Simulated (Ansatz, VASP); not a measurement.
# One calculation of Pb, two programs

INCAR

```
SYSTEM = Pb
PREC = Accurate
ENCUT = 520
EDIFF = 1E-8
ISMEAR = -1
SIGMA = 0.08
LREAL = .False.
LASPH = .True.
NELM = 60
ALGO = Normal
ISIF = 2
LWAVE = .False.
LCHARG = .False.
GGA = PS
LEFG = .True.
NBANDS = 13
```

Contents of KPOINTS:

```
Automatic mesh
0
Gamma
  13 13 13
  0 0 0
```

Contents of POSCAR:

```
Pb
1.0
   -2.0093544602      2.0093544602      1.9796595667
    2.0093544602     -2.0093544602      1.9796595667
    2.0093544602      2.0093544602     -1.9796595667
Pb
1
Direct
    0.0000000000      0.0000000000      0.0000000000
```

Input for Ansatz:

```yaml
crystal:
  lattice:
    - [-2.0093544602, 2.0093544602, 1.9796595667]
    - [2.0093544602, -2.0093544602, 1.9796595667]
    - [2.0093544602, 2.0093544602, -1.9796595667]
  atoms:
    - { symbol: Pb, position: [0.0, 0.0, 0.0] }
kpoints:
  mp_grid: { grid: [13, 13, 13] }
scf:
  occupations: { method: fermi_dirac, width: 0.08 }
hamiltonian:
  xc: pbesol
  pseudopotentials: { kind: all_electron, datasets: crystal }
output:
  forces: true
  stress: true
  eigenvalues: true
  efg: { contact_densities: true }
```

Change from the starting cell: x and y stretched by +1.5 %, z held, crystal datasets.

Alike in both runs: task electric field gradients; functional PBEsol; k mesh 13 × 13 × 13; occupations fermi-dirac, width 0.08 eV; no spin polarisation.

|  | VASP | Ansatz |
| --- | --- | --- |
| version | VASP 6.6.1 | Ansatz 0.2.0 |
| potentials or method | VASP PAW PBE potentials, release 64 (Pb_d), cutoff 520 eV | all-electron PAW with datasets made for the crystal, scalar-relativistic |

```csv
,VASP,Ansatz,Ansatz less VASP
pressure (GPa),-2.7,-2.7,+0.07
"traceless stress, the component that is largest in VASP (GPa)",-0.24,-0.24,+0.001
size of Vzz on the site where it differs most (V/Å²),8.2,8.3,+0.10
```

VASP's potentials were made for PBE, not for PBEsol. Ansatz ran all-electron here, and VASP with PAW potentials.

Neither program's run includes spin-orbit coupling.
